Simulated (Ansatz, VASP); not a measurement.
## SnO2 in VASP and in Ansatz

Contents of INCAR:

```
ALGO = Normal
EDIFF = 1E-6
ENCUT = 520
GGA = PS
ISIF = 2
ISMEAR = 0
LASPH = True
LCHARG = True
LELF = True
LREAL = False
LVHAR = True
LWAVE = False
NBANDS = 35
NELM = 100
PREC = Accurate
SIGMA = 0.05
```

The input KPOINTS:

```
k-points
0
Gamma
  6 6 8
```

Contents of POSCAR:

```
SnO2
1.0
    4.7291439302      0.0000000000      0.0000000000
    0.0000000000      4.7291439302      0.0000000000
    0.0000000000      0.0000000000      3.1847148224
Sn O
2 4
Direct
    0.0000000000      0.0000000000      0.0000000000
    0.5000000000      0.5000000000      0.5000000000
    0.2471788033      0.3654173315      0.0000000000
    0.2528211967      0.8654173315      0.5000000000
    0.7528211967      0.6345826685      0.0000000000
    0.7471788033      0.1345826685      0.5000000000
```

Input for Ansatz:

```yaml
crystal:
  lattice:
    - [4.7291439302, 0.0, 0.0]
    - [0.0, 4.7291439302, 0.0]
    - [0.0, 0.0, 3.1847148224]
  atoms:
    - { symbol: Sn, position: [0.0, 0.0, 0.0] }
    - { symbol: Sn, position: [0.5, 0.5, 0.5] }
    - { symbol: O, position: [0.2471788033, 0.3654173315, 0.0] }
    - { symbol: O, position: [0.2528211967, 0.8654173315, 0.5] }
    - { symbol: O, position: [0.7528211967, 0.6345826685, 0.0] }
    - { symbol: O, position: [0.7471788033, 0.1345826685, 0.5] }
basis:
  ecutwfc: 520.0
kpoints:
  mp_grid: { grid: [6, 6, 8] }
hamiltonian:
  xc: pbesol
  pseudopotentials: { kind: paw, azcp: { folder: soft_1 } }
scf:
  occupations: { method: gaussian, width: 0.05 }
output:
  forces: true
  stress: true
  eigenvalues: true
```

Change from the starting cell: mode 4 frozen in at -0.399 Å, equal normal strain along x, y and z -0.0083.

Alike in both runs: task single point; functional PBEsol; k mesh 6 × 6 × 8; occupations gaussian, width 0.05 eV; no spin polarisation.

|  | VASP | Ansatz |
| --- | --- | --- |
| version | VASP 6.6.1 | Ansatz 0.2.0 |
| potentials or method | VASP PAW PBE potentials, release 64 (Sn_d, O), cutoff 520 eV | scalar-relativistic, plane waves, PAW |
| valence electrons in the cell | 52 | 52 |

VASP gave:

```
gap on the k mesh at the Fermi level (eV)                     : 1.33
least direct gap on the mesh (eV)                             : 1.40
pressure (GPa)                                                : -0.7
traceless stress, the component that is largest in VASP (GPa) : -1.25
rms of the force components (eV/Å)                            : 0.353
```

Problem. What did Ansatz give for the same quantities?

Solution. gap on the k mesh at the Fermi level (eV): 1.34; least direct gap on the mesh (eV): 1.41; pressure (GPa): -1.4; traceless stress, the component that is largest in VASP (GPa): -1.20; rms of the force components (eV/Å): 0.363.

VASP's potentials were made for PBE, not for PBEsol, and Ansatz warns of the same on its side. Atom by atom the forces differ by 0.011 eV/Å (rms over components).
